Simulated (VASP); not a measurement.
Here is a VASP 6.6.1 calculation.

INCAR

```
PREC = Accurate ; ENCUT = 520
EDIFF = 1E-6 ; ISMEAR = 0
SIGMA = 0.01 ; LREAL = False
LASPH = True ; NELM = 100
ALGO = Normal ; ISIF = 2
LWAVE = False ; LCHARG = False
GGA = PE ; NBANDS = 16
```

The input KPOINTS:

```
regular mesh
0
Gamma
  6 6 4
```

Contents of POSCAR:

```
BN
1.0
    2.4561560539      0.0000000000      0.0000000000
   -1.2280780269      2.1270935384      0.0000000000
    0.0000000000      0.0000000000      4.0626024370
B N
2 2
Direct
    0.6666666667      0.3333333333      0.0002035745
    0.3333333333      0.6666666667      0.5002035745
    0.6666666667      0.3333333333      0.3747964255
    0.3333333333      0.6666666667      0.8747964255
```

Potentials or basis: VASP PAW PBE potentials, release 64 (B, N).

Run with:

```bash
$ cat potpaw_PBE.64/B/POTCAR potpaw_PBE.64/N/POTCAR > POTCAR
$ mpirun -np 1 vasp_std > vasp.out
```

Task: Estimate the pressure.

Result: 54.9 GPa.

Task: Estimate the band gap on the k mesh.

Result: 4.99 eV, indirect (least direct gap 8.81 eV).

Task: What does it give for the largest force?

Result: 0.093 eV/Å.

Forces in eV/Å, atoms in the order of the input:
```
B    0.000  0.000  0.093
B    0.000  0.000  0.093
N    0.000  0.000 -0.093
N    0.000  0.000 -0.093
```

Caveat: the k points lie up to 0.49 Å⁻¹ apart. A k mesh can miss the band edges.
